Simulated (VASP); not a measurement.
# Be (Im-3m) in VASP: settings compared

Aim: see how the results for Be move with the level of theory and the settings. Levels: PBE exchange alone, PBEsol, RPBE+D3(BJ), PBE. Tasks: single point.

Program: VASP 6.6.1. These are calculated values, not measurements. Logs are shortened: lines on timing, memory, paths and dates and some standing lists are left out, and cuts for length are marked.

## (1) The cell of the first run

Symmetry: Im-3m, No. 229, cubic system. Conventional cell: a = 2.506 Å, b = 2.506 Å, c = 2.506 Å, α = 90.00°, β = 90.00°, γ = 90.00°. Be (site symmetry m-3m) has 14 Be at 2.17 to 2.51 Å within 2.9 Å.

## (2) Single point, PBE exchange alone

Input file INCAR:

```
SYSTEM = Be
PREC = Accurate
ENCUT = 520
EDIFF = 1E-7
ISMEAR = -5
SIGMA = 0.05
LREAL = .False.
LASPH = .True.
NELM = 100
ALGO = Normal
ISIF = 2
LWAVE = .False.
LCHARG = .False.
GGA = PE
ALDAC = 0.0
AGGAC = 0.0
NBANDS = 7
```

Input file KPOINTS:

```
Automatic mesh
0
Gamma
  15 15 15
  0 0 0
```

Input file POSCAR:

```
Be
1.0
   -1.2531209513      1.2531209513      1.2531209513
    1.2531209513     -1.2531209513      1.2531209513
    1.2531209513      1.2531209513     -1.2531209513
Be
1
Direct
    0.0000000000      0.0000000000      0.0000000000
```

Potentials or basis: VASP PAW PBE potentials, release 64 (Be).

Launch:

```bash
$ cat potpaw_PBE.64/Be/POTCAR > POTCAR
$ mpirun -np 1 vasp_std > vasp.out
```

OUTCAR:

```text
SYSTEM = Be
   PREC = Accurate
   ENCUT = 520
   EDIFF = 1E-7
   ISMEAR = -5
   LREAL = .False.
   LASPH = .True.
   NELM = 100
   ISIF = 2
   GGA = PE

 ion  position               nearest neighbor table
   1  0.000  0.000  0.000-

  LATTYP: Found a body centered cubic cell.
 ALAT       =     2.5062419026

  Lattice vectors:

 A1 = (  -1.2531209513,   1.2531209513,   1.2531209513)
 A2 = (   1.2531209513,  -1.2531209513,   1.2531209513)
 A3 = (   1.2531209513,   1.2531209513,  -1.2531209513)

Analysis of symmetry for initial positions (statically):
=====================================================================
 Subroutine PRICEL returns:
 Original cell was already a primitive cell.

 Routine SETGRP: Setting up the symmetry group for a
 body centered cubic supercell.

 Subroutine GETGRP returns: Found 48 space group operations
 (whereof 48 operations were pure point group operations)
 out of a pool of 48 trial point group operations.

The static configuration has the point symmetry O_h .

Analysis of symmetry for dynamics (positions and initial velocities):
=====================================================================
 Subroutine PRICEL returns:
 Original cell was already a primitive cell.

 Routine SETGRP: Setting up the symmetry group for a
 body centered cubic supercell.

 Subroutine GETGRP returns: Found 48 space group operations
 (whereof 48 operations were pure point group operations)
 out of a pool of 48 trial point group operations.

The dynamic configuration has the point symmetry O_h .

 Subroutine INISYM returns: Found 48 space group operations
 (whereof 48 operations are pure point group operations),
 and found     1 'primitive' translations

----------------------------------------------------------------------------------------

                                     Primitive cell

  volume of cell :       7.8712

  direct lattice vectors                    reciprocal lattice vectors
    -1.253120951  1.253120951  1.253120951     0.000000000  0.399003783  0.399003783
     1.253120951 -1.253120951  1.253120951     0.399003783  0.000000000  0.399003783
     1.253120951  1.253120951 -1.253120951     0.399003783  0.399003783  0.000000000

  length of vectors
     2.170469156  2.170469156  2.170469156     0.564276561  0.564276561  0.564276561

  position of ions in fractional coordinates (direct lattice)
     0.000000000  0.000000000  0.000000000

  ion indices of the primitive-cell ions
   primitive index   ion index
                 1           1

----------------------------------------------------------------------------------------

 KPOINTS: Automatic mesh

Automatic generation of k-mesh.
 Grid dimensions read from file:
 generate k-points for:   15   15   15

 Generating k-lattice:

  Cartesian coordinates                     Fractional coordinates (reciprocal lattice)
     0.000000000  0.026600252  0.026600252     0.066666667  0.000000000  0.000000000
     0.026600252  0.000000000  0.026600252     0.000000000  0.066666667  0.000000000
     0.026600252  0.026600252  0.000000000     0.000000000  0.000000000  0.066666667

  Length of vectors
     0.037618437  0.037618437  0.037618437

  Shift w.r.t. Gamma in fractional coordinates (k-lattice)
     0.000000000  0.000000000  0.000000000

 TETIRR: Found   3891 inequivalent tetrahedra from    20250

 Subroutine IBZKPT returns following result:
 ===========================================

 Found    120 irreducible k-points:

 Following reciprocal coordinates:
            Coordinates               Weight
  0.000000  0.000000  0.000000      1.000000
  0.066667  0.000000  0.000000     12.000000
  0.133333  0.000000  0.000000     12.000000
  0.200000  0.000000  0.000000     12.000000
  0.266667  0.000000  0.000000     12.000000
  0.333333  0.000000  0.000000     12.000000
[... 16 lines left out ...]
  0.333333  0.200000  0.000000     48.000000
  0.400000  0.200000 -0.000000     24.000000
 [... further k-points ...]
   k-points           NKPTS =    120   k-points in BZ     NKDIM =    120   number of bands    NBANDS=      7
   number of dos      NEDOS =    301   number of ions     NIONS =      1
   total plane-waves  NPLWV =   4096
   dimension x,y,z NGX =    16 NGY =   16 NGZ =   16
   dimension x,y,z NGXF=    32 NGYF=   32 NGZF=   32
   ions per type =               1
   NGX,Y,Z   is equivalent  to a cutoff of  12.26, 12.26, 12.26 a.u.
   NGXF,Y,Z  is equivalent  to a cutoff of  24.51, 24.51, 24.51 a.u.
 SYSTEM =  Be
   PREC   = accura    normal or accurate (medium, high low for compatibility)
   ISTART =      0    job   : 0-new  1-cont  2-samecut
   ICHARG =      2    charge: 1-file 2-atom 10-const
   ISPIN  =      1    spin polarized calculation?
   LNONCOLLINEAR =      F non collinear calculations
   LSORBIT =      F    spin-orbit coupling
   LASPH  =      T    aspherical Exc in radial PAW
   ENCUT  =  520.0 eV  38.22 Ry    6.18 a.u.   4.04  4.04  4.04*2*pi/ulx,y,z
   NELM   =    100;   NELMIN=  2; NELMDL= -5     # of ELM steps
   EDIFF  = 0.1E-06   stopping-criterion for ELM
   LREAL  =      F    real-space projection
   EDIFFG = 0.1E-05   stopping-criterion for IOM
   NSW    =      0    number of steps for IOM
   IBRION =     -1    ionic relax: 0-MD 1-quasi-New 2-CG
   NFREE  =      0    steps in history (QN), initial steepest desc. (CG)
   ISIF   =      2    stress and relaxation
   ISYM   =      2    0-nonsym 1-usesym 2-fastsym
   POTIM  = 0.5000    time-step for ionic-motion
   TEBEG  =    0.0;   TEEND  =   0.0 temperature during run
   PSTRESS=    0.0 pullay stress
   NELECT =       2.0000    total number of electrons
   NUPDOWN=      -1.0000    fix difference up-down
   EMIN   =  10.00;   EMAX   =-10.00  energy-range for DOS
   EFERMI =   0.00;   METHOD = LEGACY
   ISMEAR =    -5;   SIGMA  =   0.05  broadening in eV -4-tet -1-fermi 0-gaus
   EFERMI_NEDOS =   21; number of points for ismear=-14 and -15
   IALGO  =     38    algorithm
   IMIX   =      4    mixing-type and parameters
     AMIX     =   0.40;   BMIX     =  1.00
     AMIX_MAG =   1.60;   BMIX_MAG =  1.00
  volume/ion in A,a.u.               =       7.87        53.12
  Fermi-wavevector in a.u.,A,eV,Ry     =   1.036904  1.959464 14.628572  1.075170
  Thomas-Fermi vector in A             =   2.171317
   LORBIT       =      0    0 simple, 1 ext, 2 COOP (PROOUT), +10 PAW based schemes
   GGA     = PE    functional components
   LHFCALC =     F    Hartree Fock is set to
   AEXX    =    0.0000 exact exchange contribution
   IVDW    =     0    specifies the selected vdW correction
   LEPSILON=     F    determine dielectric tensor
   LRPA    =     F    only Hartree local field effects (RPA)
 non-spin polarized calculation
 Fermi weights with tetrahedron method with Bloechl corrections
  energy-cutoff  :      520.00
  volume of cell :        7.87
 maximum number of plane-waves:       236
   NGX =  7   NGY =  7   NGZ =  7

 number of electron       2.0000000 magnetization

 Free energy of the ion-electron system (eV)
  ---------------------------------------------------
  ext. energy  EPLUGINS =         0.00000000
  ---------------------------------------------------
  free energy    TOTEN  =        -2.26835640 eV

  energy without entropy =       -2.26835640  energy(sigma->0) =       -2.26835640

 E-fermi :   9.5078     XC(G=0):  -9.1571

 val. band max:        9.2816033507   @ k =   0.2667   0.2667   0.2000
 cond. band min:       9.1500446974   @ k =  -0.4000  -0.4000   0.2000
 fundamental gap:     -0.1315586533
 Fermi energy:         9.5077996107

 k-point     1 :       0.0000    0.0000    0.0000
  band No.  band energies     occupation
      1      -2.8025      2.00000
      2      28.4811      0.00000
      3      28.4811      0.00000
      4      28.4811      0.00000
      5      40.0916      0.00000
      6      40.0916      0.00000
      7      40.0916      0.00000

 k-point     2 :       0.0667    0.0000    0.0000
  band No.  band energies     occupation
      1      -2.6473      2.00000
      2      27.7342      0.00000
      3      27.8857      0.00000
      4      28.3065      0.00000
      5      38.1709      0.00000
      6      38.4233      0.00000
      7      41.0956      0.00000

 k-point     3 :       0.1333    0.0000    0.0000
  band No.  band energies     occupation
      1      -2.1815      2.00000
      2      25.4681      0.00000
      3      26.5375      0.00000
      4      27.8069      0.00000
      5      35.8715      0.00000
      6      36.0849      0.00000
      7      40.4190      0.00000

 k-point     4 :       0.2000    0.0000    0.0000
  band No.  band energies     occupation
      1      -1.4056      2.00000
      2      22.1594      0.00000
      3      25.0385      0.00000
      4      27.0769      0.00000
      5      34.0330      0.00000
      6      34.8835      0.00000
      7      40.3598      0.00000

 k-point     5 :       0.2667    0.0000    0.0000
  band No.  band energies     occupation
      1      -0.3255      2.00000
      2      18.5757      0.00000
      3      23.6922      0.00000
      4      26.2736      0.00000
      5      32.3675      0.00000
      6      34.6945      0.00000
      7      41.0352      0.00000
[... 161 lines left out ...]
 k-point    22 :       0.2667    0.2000    0.0000
  band No.  band energies     occupation
      1       2.9015      2.00000
      2      13.6470      0.00000
      3      17.7887      0.00000
      4      23.0530      0.00000
      5      35.6715      0.00000
      6      36.6883      0.00000
      7      44.1884      0.00000

 k-point    23 :       0.3333    0.2000    0.0000
  band No.  band energies     occupation
      1       4.5562      2.00000
      2      11.0763     -0.00774
      3      17.1550      0.00000
      4      22.6378      0.00000
      5      35.9271      0.00000
      6      37.5252      0.00000
      7      44.0121      0.00000

 k-point    24 :       0.4000    0.2000   -0.0000
  band No.  band energies     occupation
      1       5.5591      2.00000
      2       9.7514      0.02507
      3      16.9534      0.00000
      4      22.4970      0.00000
      5      35.9693      0.00000
      6      38.0593      0.00000
      7      43.2150      0.00000

 [... further k-points ...]
[... 5 lines left out ...]
  --------------------------------------------------------------------------------------
  -------------------------------------------------------------------------------------
  Total        0.4141731      0.4141731      0.4141731     -0.0000000     -0.0000000      0.0000000
  in kB       84.3050286     84.3050286     84.3050286     -0.0000000     -0.0000000      0.0000000
  external PRESSURE =      84.3050286 kB  Pullay stress =       0.0000000 kB

 VOLUME and BASIS-vectors are now :
 -----------------------------------------------------------------------------
  energy-cutoff  :      520.00
  volume of cell :        7.87
      direct lattice vectors                 reciprocal lattice vectors
    -1.253120951  1.253120951  1.253120951     0.000000000  0.399003783  0.399003783
     1.253120951 -1.253120951  1.253120951     0.399003783  0.000000000  0.399003783
     1.253120951  1.253120951 -1.253120951     0.399003783  0.399003783  0.000000000

 POSITION                                       TOTAL-FORCE (eV/Angst)
 -----------------------------------------------------------------------------------
      0.00000      0.00000      0.00000         0.000000      0.000000      0.000000
 -----------------------------------------------------------------------------------
    total drift:                               -0.000000     -0.000000     -0.000000

  FREE ENERGIE OF THE ION-ELECTRON SYSTEM (eV)
  ---------------------------------------------------
  free  energy   TOTEN  =        -2.2683564008 eV

  energy  without entropy=       -2.2683564008  energy(sigma->0) =       -2.26835640
```

It took 3.5 s on 1 thread of Intel Xeon Platinum 8488C (Sapphire Rapids), shared host; peak memory 0.11 GiB.

Results:

| Property | Result |
| --- | --- |
| Free energy | -2.2684 eV |
| Pressure | 8.4 GPa |
| Band gap on the k mesh | zero (band 1 reaches 12.39 eV, above the bottom of band 2 at 8.02 eV) |

Levels at points of the mesh, in eV from the Fermi level:
| k point | band 1 | band 2 | band 3 | band 4 | band 5 |
| --- | --- | --- | --- | --- | --- |
| (0.00, 0.00, 0.00) | -12.31 | 18.97 | 18.97 | 18.97 | 30.58 |

Caveat: tetrahedron occupations give inexact forces and stress in metals.

[end of part 1 of 2]
